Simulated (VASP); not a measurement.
A run of VASP 6.6.1 is set up as follows.

File INCAR:

```
SYSTEM = CoSi
ALGO = Normal
EDIFF = 1E-6
ENCUT = 520
GGA = PE
ISIF = 2
ISMEAR = 0
LASPH = .TRUE.
LCHARG = .FALSE.
LREAL = .FALSE.
LWAVE = .FALSE.
NBANDS = 36
NELM = 100
PREC = Accurate
SIGMA = 0.05
```

The input KPOINTS:

```
k-points
0
G
  8 8 8
  0 0 0
```

Contents of POSCAR:

```
CoSi
1.0
    4.4601375776      0.0000000000      0.0000000000
    0.0000000000      4.4601375776      0.0000000000
    0.0000000000      0.0000000000      4.4601375776
Co Si
4 4
Direct
    0.1441349794      0.1441349794      0.1441349794
    0.3558650206      0.8558650206      0.6441349794
    0.6441349794      0.3558650206      0.8558650206
    0.8558650206      0.6441349794      0.3558650206
    0.8429213557      0.8429213557      0.8429213557
    0.6570786443      0.1570786443      0.3429213557
    0.3429213557      0.6570786443      0.1570786443
    0.1570786443      0.3429213557      0.6570786443
```

Potentials or basis: VASP PAW PBE potentials, release 64 (Co, Si).

Command:

```console
$ cat potpaw_PBE.64/Co/POTCAR potpaw_PBE.64/Si/POTCAR > POTCAR
$ mpirun -np 1 vasp_std > vasp.out
```

Predict the pressure.

-4.2 GPa.

What does it give for the band gap on the k mesh?

Zero (bands 26 and 27 overlap by 0.21 eV).

What does it give for the largest force?

0.004 eV/Å.

Forces on the atoms (eV/Å):
```
Co   0.003  0.003  0.003
Co  -0.003 -0.003  0.003
Co   0.003 -0.003 -0.003
Co  -0.003  0.003 -0.003
Si  -0.002 -0.002 -0.002
Si   0.002  0.002 -0.002
Si  -0.002  0.002  0.002
Si   0.002 -0.002  0.002
```

Caveat: the cell stands under tension; the run has no spin polarisation, though such a crystal can be magnetic. Spin polarisation is off, so any magnetic state and its effect on volume and gap are missing.
